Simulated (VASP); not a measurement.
# Si16Ge (a cell with a defect) in VASP: relaxation of the atoms with PBE+D3(BJ)

Aim: the relaxation of the atoms of Si16Ge (a cell with a defect) with PBE+D3(BJ).

Program: VASP 6.6.1. These are calculated values, not measurements. Logs are shortened: lines on timing, memory, paths and dates and some standing lists are left out, and cuts for length are marked.

**1. The cell of the first run**

The cell holds a defect, 17 atoms: a = 7.679 Å, b = 7.679 Å, c = 7.679 Å, α = 60.00°, β = 60.00°, γ = 60.00°.

**2. Relaxation of the atoms, PBE+D3(BJ)**

Contents of INCAR:

```
  ALGO = Normal
  EDIFF = 1E-7
  EDIFFG = -0.03
  ENCUT = 520
  GGA = PE
  IBRION = 2
  ISIF = 2
  ISMEAR = 0
  IVDW = 12
  LASPH = T
  LCHARG = F
  LREAL = Auto
  LWAVE = F
  NELM = 80
  NSW = 80
  PREC = Accurate
  SIGMA = 0.02
```

Contents of KPOINTS:

```
k-points
0
Gamma
  2 2 2
```

Contents of POSCAR:

```
Si16Ge
1.0
    0.0000000000      5.4300000000      5.4300000000
    5.4300000000      0.0000000000      5.4300000000
    5.4300000000      5.4300000000      0.0000000000
Si Ge
16 1
Direct
    0.0000000000      0.0000000000      0.0000000000
    0.1250000000      0.1250000000      0.1250000000
    0.0000000000      0.0000000000      0.5000000000
    0.1250000000      0.1250000000      0.6250000000
    0.0000000000      0.5000000000      0.0000000000
    0.1250000000      0.6250000000      0.1250000000
    0.0000000000      0.5000000000      0.5000000000
    0.1250000000      0.6250000000      0.6250000000
    0.5000000000      0.0000000000      0.0000000000
    0.6250000000      0.1250000000      0.1250000000
    0.5000000000      0.0000000000      0.5000000000
    0.6250000000      0.1250000000      0.6250000000
    0.5000000000      0.5000000000      0.0000000000
    0.6250000000      0.6250000000      0.1250000000
    0.5000000000      0.5000000000      0.5000000000
    0.6250000000      0.6250000000      0.6250000000
    0.3778883700      0.8791347100      0.3613525100
```

Potentials or basis: VASP PAW PBE potentials, release 64 (Si, Ge_d).

Command:

```sh
$ cat potpaw_PBE.64/Si/POTCAR potpaw_PBE.64/Ge_d/POTCAR > POTCAR
$ mpirun -np 1 vasp_std > vasp.out
```

OUTCAR:

```text
EDIFF = 1E-7
   EDIFFG = -0.03
   ENCUT = 520
   GGA = PE
   IBRION = 2
   ISIF = 2
   ISMEAR = 0
   IVDW = 12
   LASPH = T
   LREAL = Auto
   NELM = 80
   NSW = 80
   PREC = Accurate
 IVDW          = 12

 ion  position               nearest neighbor table
   1  0.000  0.000  0.000-   2 2.35   4 2.35   6 2.35  10 2.35
   2  0.125  0.125  0.125-   1 2.35   3 2.35   5 2.35   9 2.35  17 2.66
   3  0.000  0.000  0.500-   2 2.35   4 2.35   8 2.35  12 2.35  17 2.37
   4  0.125  0.125  0.625-   1 2.35   3 2.35   7 2.35  11 2.35  17 2.77
   5  0.000  0.500  0.000-   2 2.35   6 2.35   8 2.35  14 2.35
   6  0.125  0.625  0.125-   1 2.35   5 2.35   7 2.35  13 2.35
   7  0.000  0.500  0.500-   4 2.35   6 2.35   8 2.35  16 2.35
   8  0.125  0.625  0.625-   3 2.35   5 2.35   7 2.35  15 2.35  17 2.75
   9  0.500  0.000  0.000-  17 2.27  10 2.35  12 2.35  14 2.35   2 2.35
  10  0.625  0.125  0.125-   1 2.35   9 2.35  11 2.35  13 2.35  17 2.68
  11  0.500  0.000  0.500-   4 2.35  10 2.35  12 2.35  16 2.35  17 2.39
  12  0.625  0.125  0.625-   3 2.35   9 2.35  11 2.35  15 2.35
  13  0.500  0.500  0.000-   6 2.35  10 2.35  14 2.35  16 2.35
  14  0.625  0.625  0.125-   5 2.35   9 2.35  13 2.35  15 2.35  17 2.66
  15  0.500  0.500  0.500-   8 2.35  12 2.35  14 2.35  16 2.35  17 2.38
  16  0.625  0.625  0.625-   7 2.35  11 2.35  13 2.35  15 2.35  17 2.77
  17  0.378  0.879  0.361-   9 2.27   3 2.37  15 2.38  11 2.39   2 2.66  14 2.66  10 2.68   8 2.75
                             4 2.77  16 2.77

  LATTYP: Found a face centered cubic cell.
 ALAT       =    10.8600000000

  Lattice vectors:

 A1 = (   0.0000000000,   5.4300000000,   5.4300000000)
 A2 = (   5.4300000000,   0.0000000000,   5.4300000000)
 A3 = (   5.4300000000,   5.4300000000,   0.0000000000)

Analysis of symmetry for initial positions (statically):
=====================================================================
 Subroutine PRICEL returns:
 Original cell was already a primitive cell.

 Routine SETGRP: Setting up the symmetry group for a
 face centered cubic supercell.

 Subroutine GETGRP returns: Found  1 space group operations
 (whereof  1 operations were pure point group operations)
 out of a pool of 48 trial point group operations.

The static configuration has the point symmetry C_1 .

Analysis of symmetry for dynamics (positions and initial velocities):
=====================================================================
 Subroutine PRICEL returns:
 Original cell was already a primitive cell.

 Routine SETGRP: Setting up the symmetry group for a
 face centered cubic supercell.

 Subroutine GETGRP returns: Found  1 space group operations
 (whereof  1 operations were pure point group operations)
 out of a pool of 48 trial point group operations.

The dynamic configuration has the point symmetry C_1 .

 Subroutine INISYM returns: Found  1 space group operations
 (whereof  1 operations are pure point group operations),
 and found     1 'primitive' translations

----------------------------------------------------------------------------------------

                                     Primitive cell

  volume of cell :     320.2060

  direct lattice vectors                    reciprocal lattice vectors
     0.000000000  5.430000000  5.430000000    -0.092081031  0.092081031  0.092081031
     5.430000000  0.000000000  5.430000000     0.092081031 -0.092081031  0.092081031
     5.430000000  5.430000000  0.000000000     0.092081031  0.092081031 -0.092081031

  length of vectors
     7.679179644  7.679179644  7.679179644     0.159489025  0.159489025  0.159489025

  position of ions in fractional coordinates (direct lattice)
     0.000000000  0.000000000  0.000000000
     0.125000000  0.125000000  0.125000000
     0.000000000  0.000000000  0.500000000
     0.125000000  0.125000000  0.625000000
     0.000000000  0.500000000  0.000000000
     0.125000000  0.625000000  0.125000000
[... 9 lines left out ...]
     0.625000000  0.625000000  0.625000000
     0.377888370  0.879134710  0.361352510

  ion indices of the primitive-cell ions
   primitive index   ion index
                 1           1
                 2           2
                 3           3
                 4           4
                 5           5
                 6           6
[... 9 lines left out ...]
                16          16
                17          17

----------------------------------------------------------------------------------------

 KPOINTS: k-points

Automatic generation of k-mesh.
 Grid dimensions read from file:
 generate k-points for:    2    2    2

 Generating k-lattice:

  Cartesian coordinates                     Fractional coordinates (reciprocal lattice)
    -0.046040516  0.046040516  0.046040516     0.500000000  0.000000000  0.000000000
     0.046040516 -0.046040516  0.046040516     0.000000000  0.500000000  0.000000000
     0.046040516  0.046040516 -0.046040516     0.000000000  0.000000000  0.500000000

  Length of vectors
     0.079744512  0.079744512  0.079744512

  Shift w.r.t. Gamma in fractional coordinates (k-lattice)
     0.000000000  0.000000000  0.000000000

 Subroutine IBZKPT returns following result:
 ===========================================

 Found      8 irreducible k-points:

 Following reciprocal coordinates:
            Coordinates               Weight
  0.000000  0.000000  0.000000      1.000000
  0.500000  0.000000  0.000000      1.000000
  0.000000  0.500000  0.000000      1.000000
  0.000000  0.000000  0.500000      1.000000
  0.500000  0.500000  0.500000      1.000000
  0.500000  0.500000  0.000000      1.000000
  0.000000  0.500000  0.500000      1.000000
  0.500000  0.000000  0.500000      1.000000
   k-points           NKPTS =      8   k-points in BZ     NKDIM =      8   number of bands    NBANDS=     48
   number of dos      NEDOS =    301   number of ions     NIONS =     17
   total plane-waves  NPLWV = 216000
   dimension x,y,z NGX =    60 NGY =   60 NGZ =   60
   dimension x,y,z NGXF=   120 NGYF=  120 NGZF=  120
   ions per type =              16   1
   NGX,Y,Z   is equivalent  to a cutoff of  12.99, 12.99, 12.99 a.u.
   NGXF,Y,Z  is equivalent  to a cutoff of  25.98, 25.98, 25.98 a.u.
 SYSTEM =  unknown system
   PREC   = accura    normal or accurate (medium, high low for compatibility)
   ISTART =      0    job   : 0-new  1-cont  2-samecut
   ICHARG =      2    charge: 1-file 2-atom 10-const
   ISPIN  =      1    spin polarized calculation?
   LNONCOLLINEAR =      F non collinear calculations
   LSORBIT =      F    spin-orbit coupling
   LASPH  =      T    aspherical Exc in radial PAW
   ENCUT  =  520.0 eV  38.22 Ry    6.18 a.u.  14.28 14.28 14.28*2*pi/ulx,y,z
   NELM   =     80;   NELMIN=  2; NELMDL= -5     # of ELM steps
   EDIFF  = 0.1E-06   stopping-criterion for ELM
   LREAL  =      T    real-space projection
   EDIFFG = -.3E-01   stopping-criterion for IOM
   NSW    =     80    number of steps for IOM
   IBRION =      2    ionic relax: 0-MD 1-quasi-New 2-CG
   NFREE  =      1    steps in history (QN), initial steepest desc. (CG)
   ISIF   =      2    stress and relaxation
   ISYM   =      2    0-nonsym 1-usesym 2-fastsym
   POTIM  = 0.5000    time-step for ionic-motion
   TEBEG  =    0.0;   TEEND  =   0.0 temperature during run
   PSTRESS=    0.0 pullay stress
   NELECT =      78.0000    total number of electrons
   NUPDOWN=      -1.0000    fix difference up-down
   EMIN   =  10.00;   EMAX   =-10.00  energy-range for DOS
   EFERMI =   0.00;   METHOD = LEGACY
   ISMEAR =     0;   SIGMA  =   0.02  broadening in eV -4-tet -1-fermi 0-gaus
   EFERMI_NEDOS =   21; number of points for ismear=-14 and -15
   IALGO  =     38    algorithm
   IMIX   =      4    mixing-type and parameters
     AMIX     =   0.40;   BMIX     =  1.00
     AMIX_MAG =   1.60;   BMIX_MAG =  1.00
  volume/ion in A,a.u.               =      18.84       127.11
  Fermi-wavevector in a.u.,A,eV,Ry     =   1.022421  1.932096 14.222785  1.045345
  Thomas-Fermi vector in A             =   2.156100
   LORBIT       =      0    0 simple, 1 ext, 2 COOP (PROOUT), +10 PAW based schemes
   GGA     = PE    functional components
   LHFCALC =     F    Hartree Fock is set to
   AEXX    =    0.0000 exact exchange contribution
   IVDW    =    12    specifies the selected vdW correction
   LEPSILON=     F    determine dielectric tensor
   LRPA    =     F    only Hartree local field effects (RPA)
 conjugate gradient relaxation of ions
 non-spin polarized calculation
 Gauss-broadening in eV      SIGMA  =   0.02
  energy-cutoff  :      520.00
  volume of cell :      320.21
 maximum number of plane-waves:      8646
 NGX is ok and might be reduce to    60
   NGX = 29   NGY = 29   NGZ = 29

--------------------------------------- Ionic step        1  -------------------------------------------

 number of electron      78.0000005 magnetization

 Free energy of the ion-electron system (eV)
  ---------------------------------------------------
  ext. energy  EPLUGINS =         0.00000000
  ---------------------------------------------------
  free energy    TOTEN  =       -86.31492987 eV

  energy without entropy =      -86.31107693  energy(sigma->0) =      -86.31300340

------------------------ aborting loop because EDIFF is reached ----------------------------------------

 Edisp (eV)   -5.66776

 E8    (eV) :    -2.3558

  FORCE on cell =-STRESS in cart. coord.  units (eV):
  Direction    XX          YY          ZZ          XY          YZ          ZX
  --------------------------------------------------------------------------------------
  -------------------------------------------------------------------------------------
  Total       9.60000     9.61552     9.57446     0.67450    -0.88561    -0.99230
  in kB      48.03438    48.11207    47.90659     3.37492    -4.43123    -4.96506
  external pressure =       48.02 kB  Pullay stress =        0.00 kB
[... 142 lines left out ...]
  FREE ENERGIE OF THE ION-ELECTRON SYSTEM (eV)
  ---------------------------------------------------
  free  energy   TOTEN  =       -92.3396278397 eV

  energy  without entropy=      -92.3358283136  energy(sigma->0) =      -92.33772808

[... ionic steps 4 to 7 ...]

--------------------------------------- Ionic step        8  -------------------------------------------

 number of electron      78.0000001 magnetization

------------------------ aborting loop because EDIFF is reached ----------------------------------------

 Edisp (eV)   -5.66649

 E8    (eV) :    -2.3554
[... 99 lines left out ...]
  energy  without entropy=      -92.3547309038  energy(sigma->0) =      -92.35615946

--------------------------------------- Ionic step       10  -------------------------------------------

 number of electron      77.9999999 magnetization

 Free energy of the ion-electron system (eV)
  ---------------------------------------------------
  ext. energy  EPLUGINS =         0.00000000
  ---------------------------------------------------
  free energy    TOTEN  =       -86.69124954 eV

  energy without entropy =      -86.68839940  energy(sigma->0) =      -86.68982447

 E-fermi :   6.9477     XC(G=0):  -9.7505

 val. band max:        6.9460219271   @ k =   0.0000   0.0000   0.0000
 cond. band min:       6.9495143137   @ k =   0.0000   0.0000   0.0000
 fundamental gap:      0.0034923867
 Fermi energy:         6.9476895716

 k-point     1 :       0.0000    0.0000    0.0000
  band No.  band energies     occupation
      1     -18.2690      2.00000
      2     -18.2690      2.00000
      3     -18.2685      2.00000
      4     -18.2551      2.00000
      5     -18.2551      2.00000
      6      -6.5244      2.00000
[... 445 lines left out ...]
  FREE ENERGIE OF THE ION-ELECTRON SYSTEM (eV)
  ---------------------------------------------------
  free  energy   TOTEN  =       -92.3577500724 eV

  energy  without entropy=      -92.3548999411  energy(sigma->0) =      -92.35632501

 reached required accuracy - stopping structural energy minimisation
```

Wall time 41 min (1 thread of Oxide Virtual Turin-like, shared host); peak memory 0.54 GiB.

What came out:

| Quantity | Value |
| --- | --- |
| Free energy | -92.3578 eV |
| Energy gained by relaxing | 22.1 meV/atom |
| Ionic steps | 10 |
| Pressure after relaxing | 3.7 GPa |
| Largest force after relaxing | 0.018 eV/Å |
| Band gap on the k mesh | zero (bands 39 and 40 overlap by 0.32 eV) |
| Dispersion energy per atom | -0.333 eV |

Forces in eV/Å, atoms in the order of the input:
```
Si  -0.011 -0.002 -0.003
Si   0.002  0.005 -0.003
Si  -0.002 -0.002 -0.002
Si  -0.008 -0.002  0.004
Si   0.002  0.000  0.013
Si   0.000 -0.001  0.000
Si  -0.002 -0.001  0.001
Si  -0.004 -0.003  0.006
Si   0.005  0.007 -0.003
Si   0.004  0.003 -0.005
Si  -0.003 -0.005  0.006
Si   0.011  0.013 -0.006
Si  -0.001 -0.010 -0.002
Si   0.005  0.002 -0.003
Si  -0.004 -0.004 -0.002
Si  -0.002 -0.010  0.004
Ge   0.007  0.008 -0.004
```

The path:
| step | energy change (eV) | largest force (eV/Å) | pressure (GPa) |
| --- | --- | --- | --- |
| 1 | 0.0000 | 2.3263 | 4.80 |
| 2 | -0.3569 | 0.5265 | 3.73 |
| 3 | -0.3569 | 0.5054 | 3.74 |
| 4 | -0.3715 | 0.1522 | 3.67 |
| 5 | -0.3721 | 0.0897 | 3.68 |
| 6 | -0.3742 | 0.0611 | 3.67 |
| 7 | -0.3745 | 0.0458 | 3.68 |
| 8 | -0.3748 | 0.0303 | 3.68 |
| 9 | -0.3749 | 0.0332 | 3.68 |
| 10 | -0.3751 | 0.0182 | 3.68 |

Final structure:
```yaml
crystal:
  lattice:
    - [0.00000, 5.43000, 5.43000]
    - [5.43000, 0.00000, 5.43000]
    - [5.43000, 5.43000, 0.00000]
  atoms:
    - { symbol: Si, position: [0.00079, 0.99768, 0.00061] }
    - { symbol: Si, position: [0.12099, 0.12969, 0.11962] }
    - { symbol: Si, position: [0.98877, 0.00378, 0.50343] }
    - { symbol: Si, position: [0.12050, 0.12934, 0.62932] }
    - { symbol: Si, position: [0.00087, 0.50092, 0.00056] }
    - { symbol: Si, position: [0.12497, 0.62494, 0.12518] }
    - { symbol: Si, position: [0.00071, 0.50068, 0.49795] }
    - { symbol: Si, position: [0.12056, 0.62067, 0.62936] }
    - { symbol: Si, position: [0.50486, 0.00480, 0.98561] }
    - { symbol: Si, position: [0.62965, 0.12965, 0.11950] }
    - { symbol: Si, position: [0.50369, 0.00382, 0.50299] }
    - { symbol: Si, position: [0.62557, 0.12585, 0.62219] }
    - { symbol: Si, position: [0.49771, 0.50078, 0.00064] }
    - { symbol: Si, position: [0.62969, 0.62106, 0.11957] }
    - { symbol: Si, position: [0.50367, 0.48903, 0.50326] }
    - { symbol: Si, position: [0.62932, 0.62058, 0.62929] }
    - { symbol: Ge, position: [0.37556, 0.87583, 0.37227] }
```

Levels at points of the mesh, in eV from the Fermi level:
```
           k point  band 35  band 36  band 37  band 38  band 39  band 40  band 41  band 42  band 43  band 44
(0.00, 0.00, 0.00)    -1.77    -0.82    -0.82    -0.82    -0.28    -0.27    -0.26     0.00     0.00     0.40
(0.50, 0.00, 0.00)    -1.55    -1.54    -1.49    -1.49    -0.35     0.50     0.51     0.85     0.86     1.22
(0.00, 0.50, 0.00)    -1.55    -1.54    -1.49    -1.49    -0.35     0.50     0.51     0.85     0.86     1.22
(0.00, 0.00, 0.50)    -1.55    -1.55    -1.50    -1.49    -0.34     0.51     0.51     0.85     0.85     1.23
(0.50, 0.50, 0.50)    -1.55    -1.54    -1.49    -1.49    -0.35     0.49     0.51     0.85     0.86     1.22
(0.50, 0.50, 0.00)    -2.10    -2.10    -1.92    -1.33     0.04     0.78     1.02     1.02     1.03     1.90
(0.00, 0.50, 0.50)    -2.10    -2.10    -1.93    -1.33     0.04     0.78     1.02     1.03     1.03     1.90
(0.50, 0.00, 0.50)    -2.10    -2.10    -1.93    -1.33     0.04     0.78     1.02     1.03     1.03     1.90
```

Caveat: the k points lie up to 0.50 Å⁻¹ apart.
